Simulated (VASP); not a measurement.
# LiF (Fm-3m) in VASP: relaxation of cell and atoms with PBE

Aim: the relaxation of cell and atoms of LiF with PBE.

Everything below comes from runs of VASP 6.6.1. Logs are shortened: lines on timing, memory, paths and dates and some standing lists are left out, and cuts for length are marked.

## Step 1: The cell of the first run

Symmetry: Fm-3m, No. 225, cubic system. The conventional cell has a = 4.068 Å, b = 4.068 Å, c = 4.068 Å, α = 90.00°, β = 90.00°, γ = 90.00°. Li (site symmetry m-3m) has 6 F at 2.03 Å within 2.7 Å. F (site symmetry m-3m) has 6 Li at 2.03 Å within 2.7 Å.

The cell was generated, and may not be a known phase.

## Step 2: Relaxation of cell and atoms, PBE

Contents of INCAR:

```
SYSTEM = LiF
PREC = Accurate
ENCUT = 600
EDIFF = 1E-7
ISMEAR = 0
SIGMA = 0.02
LREAL = .False.
LASPH = .True.
NELM = 80
ALGO = Normal
ISIF = 3
LWAVE = .False.
LCHARG = .False.
GGA = PE
IBRION = 2
NSW = 100
EDIFFG = -0.01
```

Contents of KPOINTS:

```
Automatic mesh
0
Gamma
  10 10 10
  0 0 0
```

Contents of POSCAR:

```
LiF
1.0
    0.0000000000      2.0337929511      2.0337929511
    2.0337929511      0.0000000000      2.0337929511
    2.0337929511      2.0337929511      0.0000000000
Li F
1 1
Direct
    0.0000000000      0.0000000000      0.0000000000
    0.5000000000      0.5000000000      0.5000000000
```

Potentials or basis: VASP PAW PBE potentials, release 64 (Li_sv, F).

Started as:

```
$ cat potpaw_PBE.64/Li_sv/POTCAR potpaw_PBE.64/F/POTCAR > POTCAR
$ mpirun -np 1 vasp_std > vasp.out
```

OUTCAR:

```text
SYSTEM = LiF
   PREC = Accurate
   ENCUT = 600
   EDIFF = 1E-7
   ISMEAR = 0
   LREAL = .False.
   LASPH = .True.
   NELM = 80
   ISIF = 3
   GGA = PE
   IBRION = 2
   NSW = 100
   EDIFFG = -0.01

 ion  position               nearest neighbor table
   1  0.000  0.000  0.000-   2 2.03   2 2.03   2 2.03   2 2.03   2 2.03   2 2.03
   2  0.500  0.500  0.500-   1 2.03   1 2.03   1 2.03   1 2.03   1 2.03   1 2.03

  LATTYP: Found a face centered cubic cell.
 ALAT       =     4.0675859022

  Lattice vectors:

 A1 = (   0.0000000000,   2.0337929511,   2.0337929511)
 A2 = (   2.0337929511,   0.0000000000,   2.0337929511)
 A3 = (   2.0337929511,   2.0337929511,   0.0000000000)

Analysis of symmetry for initial positions (statically):
=====================================================================
 Subroutine PRICEL returns:
 Original cell was already a primitive cell.

 Routine SETGRP: Setting up the symmetry group for a
 face centered cubic supercell.

 Subroutine GETGRP returns: Found 48 space group operations
 (whereof 48 operations were pure point group operations)
 out of a pool of 48 trial point group operations.

The static configuration has the point symmetry O_h .

Analysis of symmetry for dynamics (positions and initial velocities):
=====================================================================
 Subroutine PRICEL returns:
 Original cell was already a primitive cell.

 Routine SETGRP: Setting up the symmetry group for a
 face centered cubic supercell.

 Subroutine GETGRP returns: Found 48 space group operations
 (whereof 48 operations were pure point group operations)
 out of a pool of 48 trial point group operations.

The dynamic configuration has the point symmetry O_h .

 Subroutine INISYM returns: Found 48 space group operations
 (whereof 48 operations are pure point group operations),
 and found     1 'primitive' translations

----------------------------------------------------------------------------------------

                                     Primitive cell

  volume of cell :      16.8248

  direct lattice vectors                    reciprocal lattice vectors
     0.000000000  2.033792951  2.033792951    -0.245846068  0.245846068  0.245846068
     2.033792951  0.000000000  2.033792951     0.245846068 -0.245846068  0.245846068
     2.033792951  2.033792951  0.000000000     0.245846068  0.245846068 -0.245846068

  length of vectors
[... 98 lines left out ...]
   EFERMI_NEDOS =   21; number of points for ismear=-14 and -15
   IALGO  =     38    algorithm
   IMIX   =      4    mixing-type and parameters
     AMIX     =   0.40;   BMIX     =  1.00
     AMIX_MAG =   1.60;   BMIX_MAG =  1.00
  volume/ion in A,a.u.               =       8.41        56.77
  Fermi-wavevector in a.u.,A,eV,Ry     =   1.376443  2.601099 25.777518  1.894594
  Thomas-Fermi vector in A             =   2.501687
   LORBIT       =      0    0 simple, 1 ext, 2 COOP (PROOUT), +10 PAW based schemes
   GGA     = PE    functional components
   LHFCALC =     F    Hartree Fock is set to
   AEXX    =    0.0000 exact exchange contribution
   IVDW    =     0    specifies the selected vdW correction
   LEPSILON=     F    determine dielectric tensor
   LRPA    =     F    only Hartree local field effects (RPA)
 conjugate gradient relaxation of ions
 non-spin polarized calculation
 Gauss-broadening in eV      SIGMA  =   0.02
  energy-cutoff  :      600.00
  volume of cell :       16.82
 maximum number of plane-waves:       571
   NGX = 11   NGY = 11   NGZ = 11

--------------------------------------- Ionic step        1  -------------------------------------------

 number of electron      10.0000000 magnetization

 number of electron       9.9999992 magnetization

 Free energy of the ion-electron system (eV)
  ---------------------------------------------------
  ext. energy  EPLUGINS =         0.00000000
  ---------------------------------------------------
  free energy    TOTEN  =        -9.64325671 eV

  energy without entropy =       -9.64325671  energy(sigma->0) =       -9.64325671

------------------------ aborting loop because EDIFF is reached ----------------------------------------

  FORCE on cell =-STRESS in cart. coord.  units (eV):
  Direction    XX          YY          ZZ          XY          YZ          ZX
  --------------------------------------------------------------------------------------
  -------------------------------------------------------------------------------------
  Total       -0.0767569     -0.0767569     -0.0767569     -0.0000000      0.0000000     -0.0000000
  in kB       -7.3093310     -7.3093310     -7.3093310     -0.0000000      0.0000000     -0.0000000
  external PRESSURE =      -7.3093310 kB  Pullay stress =       0.0000000 kB
[... 59 lines left out ...]
--------------------------------------- Ionic step        3  -------------------------------------------

 number of electron       9.9999991 magnetization

 Free energy of the ion-electron system (eV)
  ---------------------------------------------------
  ext. energy  EPLUGINS =         0.00000000
  ---------------------------------------------------
  free energy    TOTEN  =        -9.64367507 eV

  energy without entropy =       -9.64367507  energy(sigma->0) =       -9.64367507

 E-fermi :  -0.9017     XC(G=0):  -9.8978

 val. band max:       -1.1277208377   @ k =   0.0000   0.0000   0.0000
 cond. band min:       7.8057751145   @ k =   0.0000   0.0000   0.0000
 fundamental gap:      8.9334959522
 Fermi energy:        -0.9016508045

 k-point     1 :       0.0000    0.0000    0.0000
  band No.  band energies     occupation
      1     -42.0829      2.00000
      2     -21.0540      2.00000
      3      -1.1277      2.00000
      4      -1.1277      2.00000
      5      -1.1277      2.00000
      6       7.8058      0.00000
      7      22.6081      0.00000
      8      22.6081      0.00000
      9      22.6081      0.00000
[... 265 lines left out ...]
 k-point    24 :       0.4000    0.3000    0.0000
  band No.  band energies     occupation
      1     -42.0275      2.00000
      2     -20.5452      2.00000
      3      -3.3912      2.00000
      4      -1.9775      2.00000
      5      -1.8686      2.00000
      6      11.7876      0.00000
      7      15.5523      0.00000
      8      17.2215      0.00000
      9      18.8397      0.00000

 [... further k-points ...]

------------------------ aborting loop because EDIFF is reached ----------------------------------------

  FORCE on cell =-STRESS in cart. coord.  units (eV):
  Direction    XX          YY          ZZ          XY          YZ          ZX
  --------------------------------------------------------------------------------------
  -------------------------------------------------------------------------------------
  Total        0.0048125      0.0048125      0.0048125      0.0000000     -0.0000000      0.0000000
  in kB        0.4636803      0.4636803      0.4636803      0.0000000     -0.0000000      0.0000000
  external PRESSURE =       0.4636803 kB  Pullay stress =       0.0000000 kB
[... 17 lines left out ...]
  FREE ENERGIE OF THE ION-ELECTRON SYSTEM (eV)
  ---------------------------------------------------
  free  energy   TOTEN  =        -9.6436750739 eV

  energy  without entropy=       -9.6436750739  energy(sigma->0) =       -9.64367507

 reached required accuracy - stopping structural energy minimisation
```

CONTCAR:

```text
LiF
   1.00000000000000
    -0.0000000000000000    2.0258664414186915    2.0258664414186915
     2.0258664414186915    0.0000000000000000    2.0258664414186915
     2.0258664414186915    2.0258664414186915   -0.0000000000000000
  Li              F
     1     1
Direct
     0.0000000000000000    0.0000000000000000    0.0000000000000000
     0.5000000000000000    0.5000000000000000    0.5000000000000000

  0.00000000E+00  0.00000000E+00  0.00000000E+00
  0.00000000E+00  0.00000000E+00  0.00000000E+00
```

Run time: 11 s. Hardware: 1 thread of Intel Xeon Platinum 8488C (Sapphire Rapids), shared host; peak memory 0.13 GiB.

What came out:

```yaml
Free_energy: -9.6437 eV
Relaxed_volume: 8.31 Å³/atom
Relaxed_cell: a = 2.865 Å, b = 2.865 Å, c = 2.865 Å, α = 60.00°, β = 60.00°, γ = 60.00°
Space_group_after_relaxing_to_0.1_Å: Fm-3m (No. 225)
Energy_gained_by_relaxing: 0.2 meV/atom
Ionic_steps: 3
Pressure_after_relaxing: 0.0 GPa
Band_gap_on_the_k_mesh: 8.93 eV
```

The path:
```csv
step,energy change (eV),largest force (eV/Å),pressure (GPa),volume (Å³)
1,0.0000,0.0000,-0.73,16.82
2,-0.0003,0.0000,-0.36,16.73
3,-0.0004,0.0000,0.05,16.63
```

Final structure:
```
CELL_PARAMETERS angstrom
0.00000 2.02587 2.02587
2.02587 0.00000 2.02587
2.02587 2.02587 0.00000
ATOMIC_POSITIONS crystal
Li 0.00000 0.00000 0.00000
F 0.50000 0.50000 0.50000
```

Levels at points of the mesh, in eV from the valence-band top:
```
           k point  band 3  band 4  band 5  band 6  band 7  band 8
(0.00, 0.00, 0.00)    0.00    0.00    0.00    8.93   23.74   23.74
(0.50, 0.00, 0.00)   -2.46   -0.22   -0.22   10.68   16.53   18.76
(0.50, 0.50, 0.00)   -2.93   -0.97   -0.97   14.64   16.39   17.24
```

Caveat: the cutoff is under 1.25 times the usual one of these potentials, so pressure, stress and relaxed cells hold a basis-set (Pulay) error. A k mesh can miss the band edges.
